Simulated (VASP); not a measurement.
# MgO (Pm-3m) in VASP: G0W0 quasiparticle levels with PBE

Aim: the G0W0 quasiparticle levels of MgO with PBE.

Everything below comes from runs of VASP 6.6.1. Logs are shortened: lines on timing, memory, paths and dates and some standing lists are left out, and cuts for length are marked.

### Step 1. The cell of the first run

Symmetry: Pm-3m, No. 221, cubic system. The conventional cell has a = 2.623 Å, b = 2.623 Å, c = 2.623 Å, α = 90.00°, β = 90.00°, γ = 90.00°. Mg (site symmetry m-3m) has 8 O at 2.27 Å and 6 Mg at 2.62 Å within 3.0 Å. O (site symmetry m-3m) has 8 Mg at 2.27 Å and 6 O at 2.62 Å within 3.0 Å.

### Step 2. G0W0 quasiparticle levels, PBE

POSCAR reads:

```
MgO
1.0
    2.6233490555      0.0000000000      0.0000000000
    0.0000000000      2.6233490555      0.0000000000
    0.0000000000      0.0000000000      2.6233490555
Mg O
1 1
Direct
    0.0000000000      0.0000000000      0.0000000000
    0.5000000000      0.5000000000      0.5000000000
```

INCAR.step1 reads:

```
SYSTEM = MgO
ALGO = Normal
EDIFF = 1E-8
ENCUT = 500
GGA = PE
ISMEAR = 0
LASPH = .TRUE.
LCHARG = .FALSE.
LREAL = .FALSE.
LWAVE = .TRUE.
NELM = 100
PREC = Accurate
SIGMA = 0.01
```

INCAR.step2 reads:

```
SYSTEM = MgO
ALGO = Exact
EDIFF = 1E-8
ENCUT = 500
GGA = PE
ISMEAR = 0
ISTART = 1
LASPH = .TRUE.
LCHARG = .FALSE.
LOPTICS = .TRUE.
LREAL = .FALSE.
LWAVE = .TRUE.
NBANDS = 57
NELM = 1
PREC = Accurate
SIGMA = 0.01
```

INCAR.step3 reads:

```
SYSTEM = MgO
ALGO = EVGW0
EDIFF = 1E-8
ENCUT = 500
ENCUTGW = 120.0
GGA = PE
ISMEAR = 0
ISTART = 1
LASPH = .TRUE.
LCHARG = .FALSE.
LREAL = .FALSE.
LWAVE = .FALSE.
NBANDS = 57
NBANDSGW = 12
NELMGW = 1
NOMEGA = 96
OMEGAMAX = 20
PREC = Accurate
PRECFOCK = Fast
SIGMA = 0.01
```

KPOINTS reads:

```
k-points
0
G
  6 6 6
  0 0 0
```

Potentials or basis: VASP PAW PBE potentials, release 64 (Mg_GW, O_GW).

Launch:

```
$ cat potpaw_PBE.64/Mg_GW/POTCAR potpaw_PBE.64/O_GW/POTCAR > POTCAR
$ cp INCAR.step1 INCAR
$ mpirun -np 1 vasp_std > vasp.out
$ cp INCAR.step2 INCAR
$ mpirun -np 1 vasp_std > vasp.out
$ cp INCAR.step3 INCAR
$ mpirun -np 1 vasp_std > vasp.out
```

OUTCAR:

```text
SYSTEM = MgO
   EDIFF = 1E-8
   ENCUT = 500
   ENCUTGW = 120.0
   GGA = PE
   ISMEAR = 0
   ISTART = 1
   LASPH = .TRUE.
   LREAL = .FALSE.
   NELMGW = 1
   PREC = Accurate
   PRECFOCK = Fast

 ion  position               nearest neighbor table
   1  0.000  0.000  0.000-
   2  0.500  0.500  0.500-

  LATTYP: Found a simple cubic cell.
 ALAT       =     2.6233490555

  Lattice vectors:

 A1 = (   2.6233490555,   0.0000000000,   0.0000000000)
 A2 = (   0.0000000000,   2.6233490555,   0.0000000000)
 A3 = (   0.0000000000,   0.0000000000,   2.6233490555)

Analysis of symmetry for initial positions (statically):
=====================================================================
 Subroutine PRICEL returns:
 Original cell was already a primitive cell.

 Routine SETGRP: Setting up the symmetry group for a
 simple cubic supercell.

 Subroutine GETGRP returns: Found 48 space group operations
 (whereof 48 operations were pure point group operations)
 out of a pool of 48 trial point group operations.

The static configuration has the point symmetry O_h .

Analysis of symmetry for dynamics (positions and initial velocities):
=====================================================================
 Subroutine PRICEL returns:
 Original cell was already a primitive cell.

 Routine SETGRP: Setting up the symmetry group for a
 simple cubic supercell.

 Subroutine GETGRP returns: Found 48 space group operations
 (whereof 48 operations were pure point group operations)
 out of a pool of 48 trial point group operations.

The dynamic configuration has the point symmetry O_h .

 Subroutine INISYM returns: Found 48 space group operations
 (whereof 48 operations are pure point group operations),
 and found     1 'primitive' translations

----------------------------------------------------------------------------------------

                                     Primitive cell

  volume of cell :      18.0538

[... 82 lines left out ...]
   NELM   =     60;   NELMIN=  2; NELMDL=  0     # of ELM steps
   EDIFF  = 0.1E-07   stopping-criterion for ELM
   LREAL  =      F    real-space projection
   EDIFFG = 0.1E-06   stopping-criterion for IOM
   NSW    =      0    number of steps for IOM
   IBRION =     -1    ionic relax: 0-MD 1-quasi-New 2-CG
   NFREE  =      0    steps in history (QN), initial steepest desc. (CG)
   ISIF   =      0    stress and relaxation
   ISYM   =      3    0-nonsym 1-usesym 2-fastsym
   POTIM  = 0.5000    time-step for ionic-motion
   TEBEG  =    0.0;   TEEND  =   0.0 temperature during run
   PSTRESS=    0.0 pullay stress
   NELECT =       8.0000    total number of electrons
   NUPDOWN=      -1.0000    fix difference up-down
   EMIN   =  10.00;   EMAX   =-10.00  energy-range for DOS
   EFERMI =   0.00;   METHOD = LEGACY
   ISMEAR =     0;   SIGMA  =   0.01  broadening in eV -4-tet -1-fermi 0-gaus
   EFERMI_NEDOS =   21; number of points for ismear=-14 and -15
   IALGO  =     38    algorithm
   IMIX   =      4    mixing-type and parameters
     AMIX     =   0.40;   BMIX     =  1.00
     AMIX_MAG =   1.60;   BMIX_MAG =  1.00
  volume/ion in A,a.u.               =       9.03        60.92
  Fermi-wavevector in a.u.,A,eV,Ry     =   1.248098  2.358564 21.194462  1.557749
  Thomas-Fermi vector in A             =   2.382200
   LORBIT       =      0    0 simple, 1 ext, 2 COOP (PROOUT), +10 PAW based schemes
   GGA     = PE    functional components
   LHFCALC =     T    Hartree Fock is set to
   PRECFOCK=fast      Normal, Fast or Accurate (Low or Medium for compatibility)
   ENCUT4O =  -1.0   cutoff for four orbital integrals eV
   NKREDX  =     1    reduce k-point grid by
   NKREDY  =     1    reduce k-point grid by
   NKREDZ  =     1    reduce k-point grid by
   AEXX    =    1.0000 exact exchange contribution
   HFSCREEN=    0.0000 screening length (either q_TF or 0.3 A-1)
   HFSCREENC=   0.0000 screening length for correlation (either q_TF or 0.3 A-1)
   ENCUTFOCK=  -1.0 apply spherical cutoff to Coloumb kernel
   IVDW    =     0    specifies the selected vdW correction
   LEPSILON=     F    determine dielectric tensor
   LRPA    =     F    only Hartree local field effects (RPA)
   LRPAFORCE           =     F    calculate RPA forces
   ENCUTGW             = 120.0    cutoff for response function in eV
   ENCUTGWSOFT         =  96.0    soft cutoff for Coulomb kernel in GW response function in eV
   ENCUTLF             =  -1.0    cutoff for local field effects
   NELMGW              =     1    number of iterations in solving QP/BSE equation
   NELMHF              =     1    number of iterations in the inner HF iteration
   NKREDLFX            =     1    NKREDLFY  =   1   NKREDLFZ  =   1
 non-spin polarized calculation
 Gauss-broadening in eV      SIGMA  =   0.01
  energy-cutoff  :      500.00
  volume of cell :       18.05
 maximum number of plane-waves:       480
 NGX is ok and might be reduce to    20
  NGX = 12; NGY = 12; NGZ = 12
   NGX =  9   NGY =  9   NGZ =  9
 maximum number of plane-waves:        61
 NGX is ok and might be reduce to    10

 QP shifts <psi_nk| G(iteration)W_0 |psi_nk>: iteration 1
 for sc-GW calculations column KS-energies equals QP-energies in previous step
 and V_xc(KS)=  KS-energies - (<T + V_ion + V_H > + <T+V_H+V_ion>^1  + <V_x>^1)

 k-point   1 :       0.0000    0.0000    0.0000
  band No.  KS-energies  QP-energies   sigma(KS)   V_xc(KS)     V^pw_x(r,r')   Z            occupation Imag(sigma)

      1     -13.4756     -15.1513     -20.4305     -17.8899     -29.6708       0.6596       2.0000       1.0620
      2       4.1011       3.1573     -20.4592     -19.2292     -24.5966       0.7673       2.0000       0.0580
      3       4.1011       3.1573     -20.4592     -19.2292     -24.5966       0.7673       2.0000       0.0580
      4       4.1011       3.1573     -20.4592     -19.2292     -24.5966       0.7673       2.0000       0.0580
      5       7.7376       8.8270     -10.9348     -12.2522      -7.7462       0.8269       0.0000      -0.0411
      6      15.5963      16.5925      -7.7502      -8.9616      -3.3018       0.8224       0.0000      -0.0625
      7      15.5963      16.5925      -7.7502      -8.9616      -3.3018       0.8224       0.0000      -0.0625
      8      25.4707      27.0382      -9.6083     -11.5933      -3.5858       0.7897       0.0000      -0.7012
      9      25.4707      27.0382      -9.6083     -11.5933      -3.5858       0.7897       0.0000      -0.7012
     10      25.4707      27.0382      -9.6083     -11.5933      -3.5858       0.7897       0.0000      -0.7012
     11      32.7805      34.2940      -7.9031      -9.7229      -2.5276       0.8317       0.0000      -0.6811
     12      32.7805      34.2940      -7.9031      -9.7229      -2.5276       0.8317       0.0000      -0.6811
[... 292 lines left out ...]
      1     -10.4840     -12.1941     -22.9218     -20.5564     -31.8959       0.7230       2.0000       1.0401
      2       1.4473       0.2263     -18.8424     -17.2015     -23.3710       0.7442       2.0000       0.0860
      3       1.4473       0.2263     -18.8424     -17.2015     -23.3710       0.7442       2.0000       0.0860
      4       1.4473       0.2263     -18.8424     -17.2015     -23.3710       0.7442       2.0000       0.0860
      5      12.6478      13.6977      -7.6296      -8.9010      -3.4279       0.8257       0.0000      -0.0540
      6      12.6478      13.6977      -7.6296      -8.9010      -3.4279       0.8257       0.0000      -0.0540
      7      12.6478      13.6977      -7.6296      -8.9010      -3.4279       0.8257       0.0000      -0.0540
      8      21.5701      22.8014      -6.9937      -8.5534      -1.5789       0.7894       0.0000      -0.3613
      9      24.0922      25.8098     -12.3386     -14.5626      -6.2794       0.7723       0.0000      -0.5003
     10      24.0922      25.8098     -12.3386     -14.5626      -6.2794       0.7723       0.0000      -0.5003
     11      24.0922      25.8098     -12.3386     -14.5626      -6.2794       0.7723       0.0000      -0.5003
     12      41.8937      44.8489     -10.5619     -13.7506      -4.5937       0.9268       0.0000      -2.0813
```

Wall time 2.5 min (1 thread of AMD EPYC 7R13 (Zen 3), shared host); peak memory 0.25 GiB.

Results:

```yaml
Quasiparticle_gap: 4.51 eV
Least_direct_quasiparticle_gap: 5.67 eV
Band_gap_of_the_starting_levels_on_the_mesh: 2.62 eV
Least_direct_gap_of_the_starting_levels_on_the_mesh: 3.64 eV
```

Caveat: the k points lie up to 0.40 Å⁻¹ apart; bands, screening cutoff and mesh are small and nothing is extrapolated, so the quasiparticle values aren't converged; the structure was generated, so it needn't be the stable form of MgO.
